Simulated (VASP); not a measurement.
A run of VASP 6.6.1:

Contents of POSCAR:

```
Pd
1.0
    0.0000000000      1.9465000000      1.9465000000
    1.9465000000      0.0000000000      1.9465000000
    1.9465000000      1.9465000000      0.0000000000
Pd
1
Direct
    0.0000000000      0.0000000000      0.0000000000
```

INCAR.step1

```
SYSTEM = Pd
PREC = Accurate ; ENCUT = 600
ISMEAR = 0 ; SIGMA = 0.1
LREAL = .FALSE. ; LASPH = .TRUE.
NELM = 100 ; GGA = PE
ALGO = Normal ; EDIFF = 1E-4
LWAVE = .TRUE. ; LCHARG = .FALSE.
```

The input INCAR.step2:

```
SYSTEM = Pd
PREC = Accurate ; ENCUT = 600
EDIFF = 1E-6 ; ISMEAR = 0
SIGMA = 0.1 ; LREAL = .FALSE.
LASPH = .TRUE. ; NELM = 100
ALGO = Normal ; ISIF = 8
LWAVE = .FALSE. ; LCHARG = .FALSE.
METAGGA = R2SCAN ; LMIXTAU = .TRUE.
IBRION = 2 ; NSW = 80
EDIFFG = -0.03 ; ISTART = 1
```

Contents of KPOINTS:

```
Automatic mesh
0
G
  9 9 9
  0 0 0
```

Potentials or basis: VASP PAW PBE potentials, release 64 (Pd).

Command:

```sh
$ cat potpaw_PBE.64/Pd/POTCAR > POTCAR
$ cp INCAR.step1 INCAR
$ mpirun -np 1 vasp_std > vasp.out
$ cp INCAR.step2 INCAR
$ mpirun -np 1 vasp_std > vasp.out
```

Hardware: 1 thread of Intel Xeon 8259CL, on a shared host.

Task: Estimate the wall time of this run.

Result: Run time: 75 s on 1 thread of Intel Xeon 8259CL (shared host), peak memory 0.15 GiB. Counts: k points 35, ion steps 3.
